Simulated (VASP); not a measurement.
# Sr3Ta (Pm-3m) in VASP: a series of runs

Sr3Ta is run at these levels: PBE; tasks: single point, relaxation of cell and atoms.

Everything below comes from runs of VASP 6.6.1. Logs are shortened: lines on timing, memory, paths and dates and some standing lists are left out, and cuts for length are marked.

**1. The cell of the first run**

It takes space group Pm-3m (No. 221, cubic). Conventional cell: a = 5.281 Å, b = 5.281 Å, c = 5.281 Å, α = 90.00°, β = 90.00°, γ = 90.00°. Sr (site symmetry 4/mmm) has 8 Sr at 3.73 Å and 4 Ta at 3.73 Å within 4.9 Å. Within 4.9 Å of Ta (site symmetry m-3m) lie 12 Sr at 3.73 Å.

**2. Single point, PBE**

Input file INCAR:

```
ALGO = Fast
EDIFF = 1E-6
ENCUT = 520
GGA = PE
ISIF = 2
ISMEAR = 0
LASPH = True
LCHARG = True
LELF = True
LREAL = False
LVHAR = True
LWAVE = False
NBANDS = 28
NELM = 60
PREC = Accurate
SIGMA = 0.1
```

Input file KPOINTS:

```
k-points
0
Gamma
  10 10 10
```

Input file POSCAR:

```
Sr3Ta
1.0
    5.2812709603      0.0000000000      0.0000000000
    0.0000000000      5.2812709603      0.0000000000
    0.0000000000      0.0000000000      5.2812709603
Sr Ta
3 1
Direct
    0.0000000000      0.5000000000      0.5000000000
    0.5000000000      0.0000000000      0.5000000000
    0.5000000000      0.5000000000      0.0000000000
    0.0000000000      0.0000000000      0.0000000000
```

Potentials or basis: VASP PAW PBE potentials, release 64 (Sr_sv, Ta_pv).

Run with:

```
$ cat potpaw_PBE.64/Sr_sv/POTCAR potpaw_PBE.64/Ta_pv/POTCAR > POTCAR
$ mpirun -np 1 vasp_std > vasp.out
```

OUTCAR:

```text
EDIFF = 1E-6
   ENCUT = 520
   GGA = PE
   ISIF = 2
   ISMEAR = 0
   LASPH = True
   LREAL = False
   NELM = 60
   PREC = Accurate

 ion  position               nearest neighbor table
   1  0.000  0.500  0.500-   2 3.73   3 3.73   4 3.73   3 3.73   4 3.73   2 3.73   4 3.73   4 3.73
                             2 3.73   3 3.73   3 3.73   2 3.73
   2  0.500  0.000  0.500-   1 3.73   3 3.73   4 3.73   3 3.73   4 3.73   1 3.73   3 3.73   3 3.73
                             1 3.73   4 3.73   4 3.73   1 3.73
   3  0.500  0.500  0.000-   1 3.73   2 3.73   4 3.73   1 3.73   2 3.73   2 3.73   4 3.73   2 3.73
                             1 3.73   4 3.73   1 3.73   4 3.73
   4  0.000  0.000  0.000-   1 3.73   2 3.73   3 3.73   1 3.73   2 3.73   1 3.73   3 3.73   1 3.73
                             2 3.73   3 3.73   2 3.73   3 3.73

  LATTYP: Found a simple cubic cell.
 ALAT       =     5.2812709603

  Lattice vectors:

 A1 = (   5.2812709603,   0.0000000000,   0.0000000000)
 A2 = (   0.0000000000,   5.2812709603,   0.0000000000)
 A3 = (   0.0000000000,   0.0000000000,   5.2812709603)

Analysis of symmetry for initial positions (statically):
=====================================================================
 Subroutine PRICEL returns:
 Original cell was already a primitive cell.

 Routine SETGRP: Setting up the symmetry group for a
 simple cubic supercell.

 Subroutine GETGRP returns: Found 48 space group operations
 (whereof 48 operations were pure point group operations)
 out of a pool of 48 trial point group operations.

The static configuration has the point symmetry O_h .

Analysis of symmetry for dynamics (positions and initial velocities):
=====================================================================
 Subroutine PRICEL returns:
 Original cell was already a primitive cell.

 Routine SETGRP: Setting up the symmetry group for a
 simple cubic supercell.

 Subroutine GETGRP returns: Found 48 space group operations
 (whereof 48 operations were pure point group operations)
 out of a pool of 48 trial point group operations.

The dynamic configuration has the point symmetry O_h .

 Subroutine INISYM returns: Found 48 space group operations
 (whereof 48 operations are pure point group operations),
 and found     1 'primitive' translations

----------------------------------------------------------------------------------------

                                     Primitive cell

  volume of cell :     147.3043

  direct lattice vectors                    reciprocal lattice vectors
     5.281270960  0.000000000  0.000000000     0.189348361  0.000000000  0.000000000
     0.000000000  5.281270960  0.000000000     0.000000000  0.189348361  0.000000000
     0.000000000  0.000000000  5.281270960     0.000000000  0.000000000  0.189348361

  length of vectors
     5.281270960  5.281270960  5.281270960     0.189348361  0.189348361  0.189348361

  position of ions in fractional coordinates (direct lattice)
     0.000000000  0.500000000  0.500000000
     0.500000000  0.000000000  0.500000000
     0.500000000  0.500000000  0.000000000
     0.000000000  0.000000000  0.000000000

  ion indices of the primitive-cell ions
   primitive index   ion index
                 1           1
                 2           2
                 3           3
                 4           4

----------------------------------------------------------------------------------------

 KPOINTS: k-points

Automatic generation of k-mesh.
 Grid dimensions read from file:
 generate k-points for:   10   10   10

 Generating k-lattice:

  Cartesian coordinates                     Fractional coordinates (reciprocal lattice)
     0.018934836  0.000000000  0.000000000     0.100000000  0.000000000  0.000000000
     0.000000000  0.018934836  0.000000000     0.000000000  0.100000000  0.000000000
     0.000000000  0.000000000  0.018934836     0.000000000  0.000000000  0.100000000

  Length of vectors
     0.018934836  0.018934836  0.018934836

  Shift w.r.t. Gamma in fractional coordinates (k-lattice)
     0.000000000  0.000000000  0.000000000

 Subroutine IBZKPT returns following result:
 ===========================================

 Found     56 irreducible k-points:

 Following reciprocal coordinates:
            Coordinates               Weight
  0.000000  0.000000  0.000000      1.000000
  0.100000  0.000000  0.000000      6.000000
  0.200000  0.000000  0.000000      6.000000
  0.300000  0.000000  0.000000      6.000000
  0.400000  0.000000  0.000000      6.000000
  0.500000  0.000000  0.000000      3.000000
[... 16 lines left out ...]
  0.200000  0.100000  0.100000     24.000000
  0.300000  0.100000  0.100000     24.000000
 [... further k-points ...]
   k-points           NKPTS =     56   k-points in BZ     NKDIM =     56   number of bands    NBANDS=     28
   number of dos      NEDOS =    301   number of ions     NIONS =      4
   total plane-waves  NPLWV =  64000
   dimension x,y,z NGX =    40 NGY =   40 NGZ =   40
   dimension x,y,z NGXF=    80 NGYF=   80 NGZF=   80
   ions per type =               3   1
   NGX,Y,Z   is equivalent  to a cutoff of  12.59, 12.59, 12.59 a.u.
   NGXF,Y,Z  is equivalent  to a cutoff of  25.18, 25.18, 25.18 a.u.
 SYSTEM =  unknown system
   PREC   = accura    normal or accurate (medium, high low for compatibility)
   ISTART =      0    job   : 0-new  1-cont  2-samecut
   ICHARG =      2    charge: 1-file 2-atom 10-const
   ISPIN  =      1    spin polarized calculation?
   LNONCOLLINEAR =      F non collinear calculations
   LSORBIT =      F    spin-orbit coupling
   LASPH  =      T    aspherical Exc in radial PAW
   ENCUT  =  520.0 eV  38.22 Ry    6.18 a.u.   9.82  9.82  9.82*2*pi/ulx,y,z
   NELM   =     60;   NELMIN=  2; NELMDL= -5     # of ELM steps
   EDIFF  = 0.1E-05   stopping-criterion for ELM
   LREAL  =      F    real-space projection
   EDIFFG = 0.1E-04   stopping-criterion for IOM
   NSW    =      0    number of steps for IOM
   IBRION =     -1    ionic relax: 0-MD 1-quasi-New 2-CG
   NFREE  =      0    steps in history (QN), initial steepest desc. (CG)
   ISIF   =      2    stress and relaxation
   ISYM   =      2    0-nonsym 1-usesym 2-fastsym
   POTIM  = 0.5000    time-step for ionic-motion
   TEBEG  =    0.0;   TEEND  =   0.0 temperature during run
   PSTRESS=    0.0 pullay stress
   NELECT =      41.0000    total number of electrons
   NUPDOWN=      -1.0000    fix difference up-down
   EMIN   =  10.00;   EMAX   =-10.00  energy-range for DOS
   EFERMI =   0.00;   METHOD = LEGACY
   ISMEAR =     0;   SIGMA  =   0.10  broadening in eV -4-tet -1-fermi 0-gaus
   EFERMI_NEDOS =   21; number of points for ismear=-14 and -15
   IALGO  =     68    algorithm
   IMIX   =      4    mixing-type and parameters
     AMIX     =   0.40;   BMIX     =  1.00
     AMIX_MAG =   1.60;   BMIX_MAG =  1.00
  volume/ion in A,a.u.               =      36.83       248.51
  Fermi-wavevector in a.u.,A,eV,Ry     =   1.068885  2.019900 15.544863  1.142515
  Thomas-Fermi vector in A             =   2.204547
   LORBIT       =      0    0 simple, 1 ext, 2 COOP (PROOUT), +10 PAW based schemes
   GGA     = PE    functional components
   LHFCALC =     F    Hartree Fock is set to
   AEXX    =    0.0000 exact exchange contribution
   IVDW    =     0    specifies the selected vdW correction
   LEPSILON=     F    determine dielectric tensor
   LRPA    =     F    only Hartree local field effects (RPA)
 non-spin polarized calculation
 RMM-DIIS sequential band-by-band and
 Gauss-broadening in eV      SIGMA  =   0.10
  energy-cutoff  :      520.00
  volume of cell :      147.30
 maximum number of plane-waves:      3984
 NGX is ok and might be reduce to    40
   NGX = 19   NGY = 19   NGZ = 19

 number of electron      40.9999998 magnetization

 Free energy of the ion-electron system (eV)
  ---------------------------------------------------
  ext. energy  EPLUGINS =         0.00000000
  ---------------------------------------------------
  free energy    TOTEN  =       -12.69530509 eV

  energy without entropy =      -12.64274271  energy(sigma->0) =      -12.66902390

 E-fermi :   2.4934     XC(G=0):  -8.8054

 val. band max:        2.4903878633   @ k =   0.5000   0.2000   0.0000
 cond. band min:       2.4937196378   @ k =   0.5000   0.1000   0.1000
 fundamental gap:      0.0033317745
 Fermi energy:         2.4933992211

 k-point     1 :       0.0000    0.0000    0.0000
  band No.  band energies     occupation
      1     -33.0652      2.00000
      2     -32.9823      2.00000
      3     -32.9823      2.00000
      4     -32.2936      2.00000
      5     -32.2936      2.00000
      6     -32.2936      2.00000
[... 20 lines left out ...]
     27       4.7067      0.00000
     28       4.7070      0.00000

 k-point     2 :       0.1000    0.0000    0.0000
  band No.  band energies     occupation
      1     -33.0635      2.00000
      2     -32.9842      2.00000
      3     -32.9823      2.00000
      4     -32.2936      2.00000
      5     -32.2936      2.00000
      6     -32.2935      2.00000
[... 20 lines left out ...]
     27       4.8415      0.00000
     28       4.8416      0.00000

 k-point     3 :       0.2000    0.0000    0.0000
  band No.  band energies     occupation
      1     -33.0586      2.00000
      2     -32.9894      2.00000
      3     -32.9822      2.00000
      4     -32.2936      2.00000
      5     -32.2936      2.00000
      6     -32.2931      2.00000
[... 20 lines left out ...]
     27       5.0099      0.00000
     28       5.0101      0.00000

 k-point     4 :       0.3000    0.0000    0.0000
  band No.  band energies     occupation
      1     -33.0513      2.00000
      2     -32.9972      2.00000
      3     -32.9822      2.00000
      4     -32.2936      2.00000
      5     -32.2936      2.00000
      6     -32.2926      2.00000
[... 20 lines left out ...]
     27       5.2098      0.00000
     28       5.2101      0.00000

 k-point     5 :       0.4000    0.0000    0.0000
  band No.  band energies     occupation
      1     -33.0433      2.00000
      2     -33.0055      2.00000
      3     -32.9821      2.00000
      4     -32.2935      2.00000
      5     -32.2935      2.00000
      6     -32.2923      2.00000
[... 20 lines left out ...]
     27       5.4360      0.00000
     28       5.4909      0.00000

 k-point     6 :       0.5000    0.0000    0.0000
  band No.  band energies     occupation
      1     -33.0391      2.00000
      2     -33.0099      2.00000
      3     -32.9821      2.00000
      4     -32.2936      2.00000
      5     -32.2936      2.00000
      6     -32.2922      2.00000
[... 463 lines left out ...]
      5     -32.2930      2.00000
      6     -32.2930      2.00000
[... 20 lines left out ...]
     27       4.2279      0.00000
     28       4.2279      0.00000

 k-point    22 :       0.1000    0.1000    0.1000
  band No.  band energies     occupation
      1     -33.0602      2.00000
      2     -32.9850      2.00000
      3     -32.9850      2.00000
      4     -32.2935      2.00000
      5     -32.2935      2.00000
      6     -32.2933      2.00000
[... 20 lines left out ...]
     27       4.8294      0.00000
     28       4.8294      0.00000

 k-point    23 :       0.2000    0.1000    0.1000
  band No.  band energies     occupation
      1     -33.0554      2.00000
      2     -32.9900      2.00000
      3     -32.9849      2.00000
      4     -32.2935      2.00000
      5     -32.2935      2.00000
      6     -32.2931      2.00000
[... 20 lines left out ...]
     27       4.9310      0.00000
     28       4.9536      0.00000

 k-point    24 :       0.3000    0.1000    0.1000
  band No.  band energies     occupation
      1     -33.0483      2.00000
      2     -32.9975      2.00000
      3     -32.9848      2.00000
      4     -32.2936      2.00000
      5     -32.2934      2.00000
      6     -32.2927      2.00000
[... 20 lines left out ...]
     27       5.0672      0.00000
     28       5.1331      0.00000

 [... further k-points ...]

------------------------ aborting loop because EDIFF is reached ----------------------------------------

  FORCE on cell =-STRESS in cart. coord.  units (eV):
  Direction    XX          YY          ZZ          XY          YZ          ZX
  --------------------------------------------------------------------------------------
  -------------------------------------------------------------------------------------
  Total        0.0635447      0.0635447      0.0635447     -0.0000000     -0.0000000     -0.0000000
  in kB        0.6911538      0.6911538      0.6911538     -0.0000000     -0.0000000     -0.0000000
  external PRESSURE =       0.6911538 kB  Pullay stress =       0.0000000 kB

 VOLUME and BASIS-vectors are now :
 -----------------------------------------------------------------------------
  energy-cutoff  :      520.00
  volume of cell :      147.30
      direct lattice vectors                 reciprocal lattice vectors
     5.281270960  0.000000000  0.000000000     0.189348361  0.000000000  0.000000000
     0.000000000  5.281270960  0.000000000     0.000000000  0.189348361  0.000000000
     0.000000000  0.000000000  5.281270960     0.000000000  0.000000000  0.189348361

 POSITION                                       TOTAL-FORCE (eV/Angst)
 -----------------------------------------------------------------------------------
      0.00000      2.64064      2.64064         0.000000      0.000000      0.000000
      2.64064      0.00000      2.64064         0.000000      0.000000      0.000000
      2.64064      2.64064      0.00000         0.000000      0.000000      0.000000
      0.00000      0.00000      0.00000         0.000000      0.000000      0.000000
 -----------------------------------------------------------------------------------
    total drift:                                0.000000     -0.000000     -0.000000

  FREE ENERGIE OF THE ION-ELECTRON SYSTEM (eV)
  ---------------------------------------------------
  free  energy   TOTEN  =       -12.6953050890 eV

  energy  without entropy=      -12.6427427110  energy(sigma->0) =      -12.66902390
```

It took 6.3 min on 1 thread of Oxide Virtual Turin-like, shared host; peak memory 0.34 GiB.

Results:

* Free energy: -12.6953 eV
* Pressure: 0.1 GPa
* Band gap on the k mesh: zero (an odd number of electrons rules out a gap without spin polarisation)

Caveat: spin-orbit coupling is left out, which moves the levels of the heavy elements.

**3. Relaxation of cell and atoms, PBE**

Input file INCAR:

```
SYSTEM = Sr3Ta
ALGO = Fast ; EDIFF = 1E-6
EDIFFG = -0.01 ; ENCUT = 600
GGA = PE ; IBRION = 2
ISIF = 3 ; ISMEAR = 0
LASPH = .TRUE. ; LCHARG = .FALSE.
LREAL = .FALSE. ; LWAVE = .FALSE.
NELM = 80 ; NSW = 100
PREC = Accurate ; SIGMA = 0.1
```

Input file KPOINTS:

```
k-points
0
G
  10 10 10
  0 0 0
```

POSCAR is that of step 2.

Potentials or basis: VASP PAW PBE potentials, release 64 (Sr_sv, Ta_pv).

Run with:

```
$ cat potpaw_PBE.64/Sr_sv/POTCAR potpaw_PBE.64/Ta_pv/POTCAR > POTCAR
$ mpirun -np 1 vasp_std > vasp.out
```

Run time: 13 min. Hardware: 1 thread of Oxide Virtual Turin-like, shared host; peak memory 0.39 GiB.

It converged, with:

```
Free energy                           : -12.6951 eV
Relaxed volume                        : 36.91 Å³/atom
Relaxed cell                          : a = 5.285 Å, b = 5.285 Å, c = 5.285 Å, α = 90.00°, β = 90.00°, γ = 90.00°
Space group after relaxing (to 0.1 Å) : Pm-3m (No. 221)
Energy gained by relaxing             : 0.0 meV/atom
Ionic steps                           : 2
Pressure after relaxing               : 0.0 GPa
Band gap on the k mesh                : zero (an odd number of electrons rules out a gap without spin polarisation)
```

The path:
| step | energy change (eV) | largest force (eV/Å) | pressure (GPa) | volume (Å³) |
| --- | --- | --- | --- | --- |
| 1 | 0.0000 | 0.0000 | 0.07 | 147.30 |
| 2 | -0.0001 | 0.0000 | 0.03 | 147.65 |

Final structure:
```
Sr Ta
1.0
     5.28543    0.00000    0.00000
     0.00000    5.28543    0.00000
     0.00000    0.00000    5.28543
Sr Ta
3 1
Direct
  0.00000 0.50000 0.50000
  0.50000 0.00000 0.50000
  0.50000 0.50000 0.00000
  0.00000 0.00000 0.00000
```

Levels at points of the mesh, in eV from the Fermi level:
| k point | band 16 | band 17 | band 18 | band 19 | band 20 | band 21 | band 22 | band 23 | band 24 |
| --- | --- | --- | --- | --- | --- | --- | --- | --- | --- |
| (0.00, 0.00, 0.00) | -4.44 | -1.40 | -1.18 | -1.18 | -0.46 | -0.46 | -0.46 | 2.13 | 2.13 |
| (0.50, 0.00, 0.00) | -3.15 | -2.23 | -0.54 | -0.08 | -0.06 | 0.12 | 0.12 | 0.91 | 0.91 |
| (0.50, 0.50, 0.00) | -2.39 | -1.06 | -0.98 | -0.98 | 0.12 | 0.13 | 0.13 | 0.65 | 0.82 |
| (0.50, 0.50, 0.50) | -2.61 | -1.29 | -1.29 | -1.29 | 0.68 | 0.68 | 0.74 | 0.74 | 0.74 |

Caveat: spin-orbit coupling is left out, which moves the levels of the heavy elements.
